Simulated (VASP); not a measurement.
Here is a VASP 6.6.1 calculation.

Contents of INCAR:

```
SYSTEM = Nb
ALGO = Fast
EDIFF = 1E-7
ENCUT = 520
GGA = PE
ISIF = 2
ISMEAR = 0
LASPH = .True.
LCHARG = .False.
LREAL = .False.
LWAVE = .False.
NBANDS = 12
NELM = 80
PREC = Accurate
SIGMA = 0.15
```

KPOINTS

```
k-points
0
Gamma
  22 22 22
  0 0 0
```

POSCAR

```
Nb
1.0
   -1.4535942143      1.4535942143      2.1803913214
    1.4535942143     -1.4535942143      2.1803913214
    1.4535942143      1.4535942143     -2.1803913214
Nb
1
Direct
    0.0000000000      0.0000000000      0.0000000000
```

Potentials or basis: VASP PAW PBE potentials, release 64 (Nb_sv).

Launch:

```sh
$ cat potpaw_PBE.64/Nb_sv/POTCAR > POTCAR
$ mpirun -np 1 vasp_std > vasp.out
```

Question: Estimate the pressure.

Answer: 2.2 GPa.

Question: What does it give for the band gap on the k mesh?

Answer: Zero (an odd number of electrons rules out a gap without spin polarisation).

Stress tensor (GPa, compression positive):
```
-2.02  0.00  0.00
 0.00 -2.02  0.00
 0.00  0.00 10.52
```
